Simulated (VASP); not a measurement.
# Si3N4 (P6_3/m) in VASP: notebook

Runs on Si3N4. Level: PBE. Tasks: single point.

Everything below comes from runs of VASP 6.6.1. Logs are shortened: lines on timing, memory, paths and dates and some standing lists are left out, and cuts for length are marked.

### Step 1. The cell of the first run

Symmetry: P6_3/m, No. 176, hexagonal system. The conventional cell has a = 7.606 Å, b = 7.606 Å, c = 2.818 Å, α = 90.00°, β = 90.00°, γ = 120.00°. Within 2.3 Å of Si (site symmetry m) lie 4 N at 1.71 to 1.72 Å. N (site symmetry -6) has 3 Si at 1.72 Å within 2.3 Å. N (site symmetry m) has 3 Si at 1.71 to 1.72 Å within 2.3 Å.

### Step 2. Single point, PBE (uniaxial z strain -3.0%)

Input file INCAR:

```
SYSTEM = Si3N4
PREC     = Accurate       ! precision mode
ENCUT    = 520            ! plane-wave cutoff, eV
EDIFF    = 1E-6           ! SCF threshold, eV
ISMEAR   = -1             ! smearing method
SIGMA    = 0.02           ! smearing width, eV
LREAL    = .FALSE.        ! projectors in reciprocal space
LASPH    = .TRUE.         ! aspherical terms in the spheres
NELM     = 80             ! most SCF steps
ALGO     = Normal         ! electronic algorithm
ISIF     = 2              ! what is computed and relaxed
LWAVE    = .FALSE.        ! write WAVECAR
LCHARG   = .FALSE.        ! write CHGCAR
GGA      = PE             ! functional
NBANDS   = 45             ! bands
```

Input file KPOINTS:

```
Automatic mesh
0
G
  6 6 8
  0 0 0
```

Input file POSCAR:

```
Si3N4
1.0
    7.6056640558      0.0000000000      0.0000000000
   -3.8028320279      6.5866982850      0.0000000000
    0.0000000000      0.0000000000      2.8184770724
Si N
6 8
Direct
    0.2322582404      0.8249089166      0.7500000000
    0.4073493238      0.2322582404      0.2500000000
    0.8249089166      0.5926506762      0.2500000000
    0.1750910834      0.4073493238      0.7500000000
    0.5926506762      0.7677417596      0.7500000000
    0.7677417596      0.1750910834      0.2500000000
    0.3333333333      0.6666666667      0.7500000000
    0.6666666667      0.3333333333      0.2500000000
    0.9719836334      0.6699697543      0.7500000000
    0.3020138792      0.9719836334      0.2500000000
    0.6699697543      0.6979861208      0.2500000000
    0.3300302457      0.3020138792      0.7500000000
    0.0280163666      0.3300302457      0.2500000000
    0.6979861208      0.0280163666      0.7500000000
```

Potentials or basis: VASP PAW PBE potentials, release 64 (Si, N).

Command:

```sh
$ cat potpaw_PBE.64/Si/POTCAR potpaw_PBE.64/N/POTCAR > POTCAR
$ mpirun -np 1 vasp_std > vasp.out
```

OUTCAR:

```text
SYSTEM = Si3N4
   PREC = Accurate
   ENCUT = 520
   EDIFF = 1E-6
   ISMEAR = -1
   LREAL = .FALSE.
   LASPH = .TRUE.
   NELM = 80
   ISIF = 2
   GGA = PE

 ion  position               nearest neighbor table
   1  0.232  0.825  0.750-  10 1.71  10 1.71   7 1.72   9 1.72   5 2.98   4 2.98   3 3.04   3 3.04
                             2 3.04   2 3.04
   2  0.407  0.232  0.250-  12 1.71  12 1.71   8 1.72  10 1.72   6 2.98   3 2.98   4 3.04   4 3.04
                             1 3.04   1 3.04
   3  0.825  0.593  0.250-   9 1.71   9 1.71   8 1.72  11 1.72   2 2.98   6 2.98   5 3.04   5 3.04
                             1 3.04   1 3.04
   4  0.175  0.407  0.750-  13 1.71  13 1.71   7 1.72  12 1.72   5 2.98   1 2.98   2 3.04   2 3.04
                             6 3.04   6 3.04
   5  0.593  0.768  0.750-  11 1.71  11 1.71   7 1.72  14 1.72   1 2.98   4 2.98   3 3.04   3 3.04
                             6 3.04   6 3.04
   6  0.768  0.175  0.250-  14 1.71  14 1.71   8 1.72  13 1.72   2 2.98   3 2.98   4 3.04   4 3.04
                             5 3.04   5 3.04
   7  0.333  0.667  0.750-   1 1.72   4 1.72   5 1.72
   8  0.667  0.333  0.250-   6 1.72   3 1.72   2 1.72
   9  0.972  0.670  0.750-   3 1.71   3 1.71   1 1.72
  10  0.302  0.972  0.250-   1 1.71   1 1.71   2 1.72
  11  0.670  0.698  0.250-   5 1.71   5 1.71   3 1.72
  12  0.330  0.302  0.750-   2 1.71   2 1.71   4 1.72
  13  0.028  0.330  0.250-   4 1.71   4 1.71   6 1.72
  14  0.698  0.028  0.750-   6 1.71   6 1.71   5 1.72

  LATTYP: Found a hexagonal cell.
 ALAT       =     7.6056640558
 C/A-ratio  =     0.3705760670

  Lattice vectors:

 A1 = (   7.6056640558,   0.0000000000,   0.0000000000)
 A2 = (  -3.8028320279,   6.5866982850,   0.0000000000)
 A3 = (   0.0000000000,   0.0000000000,   2.8184770724)

Analysis of symmetry for initial positions (statically):
=====================================================================
 Subroutine PRICEL returns:
 Original cell was already a primitive cell.

 Routine SETGRP: Setting up the symmetry group for a
 hexagonal supercell.

 Subroutine GETGRP returns: Found 12 space group operations
 (whereof  6 operations were pure point group operations)
 out of a pool of 24 trial point group operations.

The static configuration has the point symmetry S_6 .
 The point group associated with its full space group is C_6h.

Analysis of symmetry for dynamics (positions and initial velocities):
[... 150 lines left out ...]
   EFERMI =   0.00;   METHOD = LEGACY
   ISMEAR =    -1;   SIGMA  =   0.02  broadening in eV -4-tet -1-fermi 0-gaus
   EFERMI_NEDOS =   21; number of points for ismear=-14 and -15
   IALGO  =     38    algorithm
   IMIX   =      4    mixing-type and parameters
     AMIX     =   0.40;   BMIX     =  1.00
     AMIX_MAG =   1.60;   BMIX_MAG =  1.00
  volume/ion in A,a.u.               =      10.09        68.06
  Fermi-wavevector in a.u.,A,eV,Ry     =   1.257559  2.376442 21.516995  1.581454
  Thomas-Fermi vector in A             =   2.391212
   LORBIT       =      0    0 simple, 1 ext, 2 COOP (PROOUT), +10 PAW based schemes
   GGA     = PE    functional components
   LHFCALC =     F    Hartree Fock is set to
   AEXX    =    0.0000 exact exchange contribution
   IVDW    =     0    specifies the selected vdW correction
   LEPSILON=     F    determine dielectric tensor
   LRPA    =     F    only Hartree local field effects (RPA)
 non-spin polarized calculation
  energy-cutoff  :      520.00
  volume of cell :      141.20
 maximum number of plane-waves:      3840
 NGX is ok and might be reduce to    60
   NGX = 29   NGY = 29   NGZ = 11

 number of electron      64.0000006 magnetization

 Free energy of the ion-electron system (eV)
  ---------------------------------------------------
  ext. energy  EPLUGINS =         0.00000000
  ---------------------------------------------------
  free energy    TOTEN  =      -114.10569857 eV

  energy without entropy =     -114.10569857  energy(sigma->0) =     -114.10569857

 E-fermi :   7.5209     XC(G=0): -10.9358

 val. band max:        7.0649859641   @ k =   0.0000   0.0000   0.0000
 cond. band min:      11.6902465848   @ k =   0.0000   0.0000   0.5000
 fundamental gap:      4.6252606207
 Fermi energy:         7.5209316278

 k-point     1 :       0.0000    0.0000    0.0000
  band No.  band energies     occupation
      1     -11.3930      2.00000
      2      -9.9190      2.00000
      3      -9.9190      2.00000
      4      -9.2463      2.00000
      5      -9.1594      2.00000
      6      -9.1594      2.00000
[... 1117 lines left out ...]
     43      15.7699      0.00000
     44      15.7699      0.00000

 [... further k-points ...]

 [bands above 44 left out]

------------------------ aborting loop because EDIFF is reached ----------------------------------------

  FORCE on cell =-STRESS in cart. coord.  units (eV):
  Direction    XX          YY          ZZ          XY          YZ          ZX
  --------------------------------------------------------------------------------------
  -------------------------------------------------------------------------------------
  Total        8.0901115      8.0901115     20.8003363     -0.0000000      0.0000000      0.0000000
  in kB       91.8006330     91.8006330    236.0269113     -0.0000006      0.0000000      0.0000000
  external PRESSURE =     139.8760591 kB  Pullay stress =       0.0000000 kB

 VOLUME and BASIS-vectors are now :
 -----------------------------------------------------------------------------
  energy-cutoff  :      520.00
  volume of cell :      141.20
      direct lattice vectors                 reciprocal lattice vectors
     7.605664056  0.000000000  0.000000000     0.131480958  0.075910567  0.000000000
    -3.802832028  6.586698285  0.000000000     0.000000000  0.151821134  0.000000000
     0.000000000  0.000000000  2.818477072     0.000000000  0.000000000  0.354801538

 POSITION                                       TOTAL-FORCE (eV/Angst)
 -----------------------------------------------------------------------------------
     -1.37051      5.43343      2.11386         0.026589      0.002834     -0.000000
      2.21492      1.52981      0.70462         0.010840      0.024444      0.000000
      4.02023      3.90361      0.70462         0.015749     -0.021609      0.000000
     -0.21740      2.68309      2.11386        -0.015749      0.021609      0.000000
      1.58791      5.05688      2.11386        -0.010840     -0.024444      0.000000
      5.17334      1.15327      0.70462        -0.026589     -0.002834      0.000000
     -0.00000      4.39113      2.11386        -0.000000      0.000000      0.000000
      3.80283      2.19557      0.70462        -0.000000     -0.000000      0.000000
      4.84480      4.41289      2.11386         0.059220      0.045875     -0.000000
     -1.39927      6.40216      0.70462        -0.010119      0.074224      0.000000
      2.44124      4.59742      0.70462         0.069339     -0.028348     -0.000000
      1.36159      1.98927      2.11386        -0.069339      0.028348      0.000000
     -1.04197      2.17381      0.70462        -0.059220     -0.045875     -0.000000
      5.20211      0.18454      2.11386         0.010119     -0.074224     -0.000000
 -----------------------------------------------------------------------------------
    total drift:                               -0.000000      0.000000     -0.000000

  FREE ENERGIE OF THE ION-ELECTRON SYSTEM (eV)
  ---------------------------------------------------
  free  energy   TOTEN  =      -114.1056985730 eV

  energy  without entropy=     -114.1056985730  energy(sigma->0) =     -114.10569857
```

OSZICAR:

```text
N       E                     dE             d eps       ncg     rms          rms(c)
DAV:   1     0.289477579149E+03    0.28948E+03   -0.32067E+04  3600   0.132E+03
DAV:   2    -0.108610869701E+03   -0.39809E+03   -0.37960E+03  4619   0.284E+02
DAV:   3    -0.131059487873E+03   -0.22449E+02   -0.22311E+02  4552   0.708E+01
DAV:   4    -0.131394619828E+03   -0.33513E+00   -0.33421E+00  4480   0.934E+00
DAV:   5    -0.131402675498E+03   -0.80557E-02   -0.80480E-02  4425   0.138E+00    0.306E+01
DAV:   6    -0.114306892580E+03    0.17096E+02   -0.58322E+01  4288   0.311E+01    0.138E+01
DAV:   7    -0.114156119382E+03    0.15077E+00   -0.33408E+00  4568   0.754E+00    0.646E+00
DAV:   8    -0.114104498165E+03    0.51621E-01   -0.18519E-01  4366   0.206E+00    0.219E+00
DAV:   9    -0.114102982479E+03    0.15157E-02   -0.41478E-02  4504   0.105E+00    0.308E-01
DAV:  10    -0.114104886495E+03   -0.19040E-02   -0.33409E-03  4104   0.256E-01    0.164E-01
DAV:  11    -0.114105655402E+03   -0.76891E-03   -0.93983E-04  4112   0.156E-01    0.236E-02
DAV:  12    -0.114105675198E+03   -0.19796E-04   -0.34464E-05  4464   0.318E-02    0.123E-02
DAV:  13    -0.114105695494E+03   -0.20297E-04   -0.23508E-05  3990   0.216E-02    0.566E-03
DAV:  14    -0.114105697653E+03   -0.21588E-05   -0.20493E-06  3632   0.796E-03    0.293E-03
DAV:  15    -0.114105698573E+03   -0.91974E-06   -0.15311E-06  3255   0.533E-03
   1 F= -.11410570E+03 E0= -.11410570E+03  d E =-.481136E-11
```

Run time: 4.4 min. Hardware: 1 thread of Intel Xeon Platinum 8259CL at 2.50GHz (Skylake/Cascade Lake), shared host; peak memory 0.38 GiB.

Results:

```
Free energy            : -114.1057 eV
Pressure               : 14.0 GPa
Largest force          : 0.075 eV/Å
Band gap on the k mesh : 4.63 eV, indirect (least direct gap 4.94 eV)
```

Forces on the atoms (eV/Å):
```
Si   0.027  0.003  0.000
Si   0.011  0.024  0.000
Si   0.016 -0.022  0.000
Si  -0.016  0.022  0.000
Si  -0.011 -0.024  0.000
Si  -0.027 -0.003  0.000
N    0.000  0.000  0.000
N    0.000  0.000  0.000
N    0.059  0.046  0.000
N   -0.010  0.074  0.000
N    0.069 -0.028  0.000
N   -0.069  0.028  0.000
N   -0.059 -0.046  0.000
N    0.010 -0.074  0.000
```

Caveat: the cell differs from its parent crystal (uniaxial z strain -3.0%).

### Step 3. Single point, PBE (uniaxial z strain -2.0%)

Input file INCAR:

```
SYSTEM = Si3N4
  ALGO = Normal
  EDIFF = 1E-6
  ENCUT = 520
  GGA = PE
  ISIF = 2
  ISMEAR = -1
  LASPH = .TRUE.
  LCHARG = .FALSE.
  LREAL = .FALSE.
  LWAVE = .FALSE.
  NBANDS = 45
  NELM = 80
  PREC = Accurate
  SIGMA = 0.02
```

Input file KPOINTS:

```
k-points
0
G
  6 6 8
  0 0 0
```

Input file POSCAR:

```
Si3N4
1.0
    7.6056640558      0.0000000000      0.0000000000
   -3.8028320279      6.5866982850      0.0000000000
    0.0000000000      0.0000000000      2.8475335371
Si N
6 8
Direct
    0.2317359967      0.8248253450      0.7500000000
    0.4069106517      0.2317359967      0.2500000000
    0.8248253450      0.5930893483      0.2500000000
    0.1751746550      0.4069106517      0.7500000000
    0.5930893483      0.7682640033      0.7500000000
    0.7682640033      0.1751746550      0.2500000000
    0.3333333333      0.6666666667      0.7500000000
    0.6666666667      0.3333333333      0.2500000000
    0.9708948136      0.6698666591      0.7500000000
    0.3010281545      0.9708948136      0.2500000000
    0.6698666591      0.6989718455      0.2500000000
    0.3301333409      0.3010281545      0.7500000000
    0.0291051864      0.3301333409      0.2500000000
    0.6989718455      0.0291051864      0.7500000000
```

Potentials or basis: VASP PAW PBE potentials, release 64 (Si, N).

Command:

```sh
$ cat potpaw_PBE.64/Si/POTCAR potpaw_PBE.64/N/POTCAR > POTCAR
$ mpirun -np 1 vasp_std > vasp.out
```

Run time: 4.8 min. Hardware: 1 thread of Intel Xeon Platinum 8259CL at 2.50GHz (Skylake/Cascade Lake), shared host; peak memory 0.37 GiB.

The run converged. Its results:

```yaml
Free_energy: -114.2887 eV
Pressure: 11.0 GPa
Largest_force: 0.063 eV/Å
Band_gap_on_the_k_mesh: 4.66 eV, indirect (least direct gap 4.80 eV)
```

Forces in eV/Å, atoms in the order of the input:
```
Si   0.026  0.013  0.000
Si   0.002  0.030  0.000
Si   0.025 -0.016  0.000
Si  -0.025  0.016  0.000
Si  -0.002 -0.030  0.000
Si  -0.026 -0.013  0.000
N    0.000  0.000  0.000
N    0.000  0.000  0.000
N    0.048  0.040  0.000
N   -0.010  0.062  0.000
N    0.059 -0.022  0.000
N   -0.059  0.022  0.000
N   -0.048 -0.040  0.000
N    0.010 -0.062  0.000
```

Stress tensor (GPa, compression positive):
```
 7.83  0.00  0.00
 0.00  7.83  0.00
 0.00  0.00 17.24
```

Levels at points of the mesh, in eV from the valence-band top:
```
           k point  band 28  band 29  band 30  band 31  band 32  band 33  band 34  band 35  band 36  band 37
(0.00, 0.00, 0.00)    -1.33    -1.33    -0.42    -0.32    -0.06     4.74     5.03     5.26     5.26     5.46
(0.50, 0.00, 0.00)    -1.75    -1.40    -0.83    -0.19    -0.12     4.88     5.11     5.30     5.59     5.96
(0.00, 0.00, 0.50)    -1.64    -1.64    -1.64    -1.39    -1.39     4.66     4.66     4.66     4.66     7.44
(0.50, 0.00, 0.50)    -1.90    -1.52    -1.52    -1.08    -1.08     4.73     4.73     5.87     5.87     6.17
```

Caveat: the cell differs from its parent crystal (uniaxial z strain -2.0%). A k mesh can miss the band edges.

### Step 4. Single point, PBE (uniaxial z strain -1.0%)

Input file INCAR:

```
SYSTEM = Si3N4
PREC = Accurate
ENCUT = 520
EDIFF = 1E-7
ISMEAR = -1
SIGMA = 0.02
LREAL = .False.
LASPH = .True.
NELM = 100
ALGO = Normal
ISIF = 2
LWAVE = .False.
LCHARG = .True.
GGA = PE
LELF = .True.
LVHAR = .True.
NBANDS = 45
```

Input file KPOINTS:

```
Automatic mesh
0
Gamma
  6 6 8
  0 0 0
```

Input file POSCAR:

```
Si3N4
1.0
    7.6056640558      0.0000000000      0.0000000000
   -3.8028320279      6.5866982850      0.0000000000
    0.0000000000      0.0000000000      2.8765900017
Si N
6 8
Direct
    0.2311875006      0.8247136468      0.7500000000
    0.4064738538      0.2311875006      0.2500000000
    0.8247136468      0.5935261462      0.2500000000
    0.1752863532      0.4064738538      0.7500000000
    0.5935261462      0.7688124994      0.7500000000
    0.7688124994      0.1752863532      0.2500000000
    0.3333333333      0.6666666667      0.7500000000
    0.6666666667      0.3333333333      0.2500000000
    0.9698141596      0.6697726020      0.7500000000
    0.3000415576      0.9698141596      0.2500000000
    0.6697726020      0.6999584424      0.2500000000
    0.3302273980      0.3000415576      0.7500000000
    0.0301858404      0.3302273980      0.2500000000
    0.6999584424      0.0301858404      0.7500000000
```

Potentials or basis: VASP PAW PBE potentials, release 64 (Si, N).

Command:

```sh
$ cat potpaw_PBE.64/Si/POTCAR potpaw_PBE.64/N/POTCAR > POTCAR
$ mpirun -np 1 vasp_std > vasp.out
```

OUTCAR:

```text
SYSTEM = Si3N4
   PREC = Accurate
   ENCUT = 520
   EDIFF = 1E-7
   ISMEAR = -1
   LREAL = .False.
   LASPH = .True.
   NELM = 100
   ISIF = 2
   GGA = PE

 ion  position               nearest neighbor table
   1  0.231  0.825  0.750-   7 1.73  10 1.73  10 1.73   9 1.73   5 2.99   4 2.99   3 3.05   3 3.05
                             2 3.05   2 3.05
   2  0.406  0.231  0.250-   8 1.73  12 1.73  12 1.73  10 1.73   6 2.99   3 2.99   4 3.05   4 3.05
[... 1379 lines left out ...]
  energy-cutoff  :      520.00
  volume of cell :      144.11
      direct lattice vectors                 reciprocal lattice vectors
     7.605664056  0.000000000  0.000000000     0.131480958  0.075910567  0.000000000
    -3.802832028  6.586698285  0.000000000     0.000000000  0.151821134  0.000000000
     0.000000000  0.000000000  2.876590002     0.000000000  0.000000000  0.347633830

 POSITION                                       TOTAL-FORCE (eV/Angst)
 -----------------------------------------------------------------------------------
     -1.37791      5.43214      2.15744         0.026563      0.022838      0.000000
      2.21234      1.52276      0.71915        -0.006497      0.034423      0.000000
      4.01541      3.90938      0.71915         0.033060     -0.011585      0.000000
     -0.21258      2.67732      2.15744        -0.033060      0.011585      0.000000
      1.59050      5.06394      2.15744         0.006497     -0.034423      0.000000
      5.18075      1.15456      0.71915        -0.026563     -0.022838      0.000000
     -0.00000      4.39113      2.15744        -0.000000     -0.000000      0.000000
      3.80283      2.19557      0.71915         0.000000     -0.000000     -0.000000
      4.82905      4.41159      2.15744         0.037636      0.033464      0.000000
     -1.40603      6.38787      0.71915        -0.010162      0.049326     -0.000000
      2.43224      4.61042      0.71915         0.047799     -0.015862     -0.000000
      1.37059      1.97628      2.15744        -0.047799      0.015862      0.000000
     -1.02622      2.17511      0.71915        -0.037636     -0.033464     -0.000000
      5.20886      0.19883      2.15744         0.010162     -0.049326     -0.000000
 -----------------------------------------------------------------------------------
    total drift:                                0.000000      0.000000      0.000000

  FREE ENERGIE OF THE ION-ELECTRON SYSTEM (eV)
  ---------------------------------------------------
  free  energy   TOTEN  =      -114.4159058353 eV

  energy  without entropy=     -114.4159058352  energy(sigma->0) =     -114.41590584
```

stdout:

```text
POSCAR found type information on POSCAR SiN
 POSCAR found :  2 types and      14 ions
 scaLAPACK will be used
 LDA part: xc-table for (Slater+PW92), standard interpolation
 POSCAR, INCAR and KPOINTS ok, starting setup
 FFT: planning ... GRIDC
 FFT: planning ... GRID_SOFT
 FFT: planning ... GRID
 WAVECAR not read
 entering main loop
```

It took 5.4 min on 1 thread of Intel Xeon Platinum 8259CL at 2.50GHz (Skylake/Cascade Lake), shared host; peak memory 0.38 GiB.

Results:

```
Free energy            : -114.4159 eV
Pressure               : 8.1 GPa
Largest force          : 0.050 eV/Å
Band gap on the k mesh : 4.54 eV, indirect (least direct gap 4.67 eV)
```

Forces on the atoms (eV/Å):
```
Si   0.027  0.023  0.000
Si  -0.006  0.034  0.000
Si   0.033 -0.012  0.000
Si  -0.033  0.012  0.000
Si   0.006 -0.034  0.000
Si  -0.027 -0.023  0.000
N    0.000  0.000  0.000
N    0.000  0.000  0.000
N    0.038  0.033  0.000
N   -0.010  0.049  0.000
N    0.048 -0.016  0.000
N   -0.048  0.016  0.000
N   -0.038 -0.033  0.000
N    0.010 -0.049  0.000
```

Caveat: the cell differs from its parent crystal (uniaxial z strain -1.0%).

### Step 5. Overview

```csv
cell,gap on the mesh (eV),pressure (GPa),largest force (eV/Å)
"a = 7.606, b = 7.606, c = 2.818 Å, angles 90.0, 90.0, 120.0°, 14 atoms",4.63,14.0,0.07
"a = 7.606, b = 7.606, c = 2.848 Å, angles 90.0, 90.0, 120.0°, 14 atoms",4.66,11.0,0.06
"a = 7.606, b = 7.606, c = 2.877 Å, angles 90.0, 90.0, 120.0°, 14 atoms",4.54,8.1,0.05
```

Alike in all rows: task single point; level PBE; potentials or basis VASP PAW PBE potentials, release 64 (Si, N); no spin polarisation; k mesh 6 × 6 × 8; cutoff (eV) 520; smearing fermi-dirac 0.02 eV.

Total energies depend on the potentials used, so only differences within one code and one set of settings carry meaning.
